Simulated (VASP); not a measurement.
AgCl, 2 atoms in the cell. The structure is cubic, space group Fm-3m (No. 225). Conventional cell: a = 5.282 Å, b = 5.282 Å, c = 5.282 Å, α = 90.00°, β = 90.00°, γ = 90.00°. Within 3.5 Å of Ag (site symmetry m-3m) lie 6 Cl at 2.64 Å. Within 3.5 Å of Cl (site symmetry m-3m) lie 6 Ag at 2.64 Å.  This cell differs from its parent crystal: strain -4.8%.

- Program: VASP 6.6.1
- Task: single point
- Functional: HSE06
- Potentials or basis: VASP PAW PBE potentials, release 64 (Ag, Cl)
- Cutoff: 520 eV
- k mesh: 6 × 6 × 6
- Occupations: gaussian, width 0.01 eV
- Spin: no spin polarisation
- Dipole correction: no
- Grid for exact exchange (PRECFOCK): Normal
- Further INCAR settings: ALGO = Normal; EDIFF = 1e-06; NBANDS = 16
- Share of exact exchange: 0.25
- Screening parameter: 0.2079 1/Å

Potentials or basis: VASP PAW PBE potentials, release 64 (Ag, Cl).

Run with:

```console
$ cat potpaw_PBE.64/Ag/POTCAR potpaw_PBE.64/Cl/POTCAR > POTCAR
$ cp INCAR.step1 INCAR
$ mpirun -np 1 vasp_std > vasp.out
$ cp INCAR.step2 INCAR
$ mpirun -np 1 vasp_std > vasp.out
```

Hardware: 1 thread of Intel Xeon 8259CL (shared host).

Estimate the wall time of this run.

It took 73 min on 1 thread of Intel Xeon 8259CL (shared host), peak memory 0.26 GiB. Counts: k points 16.
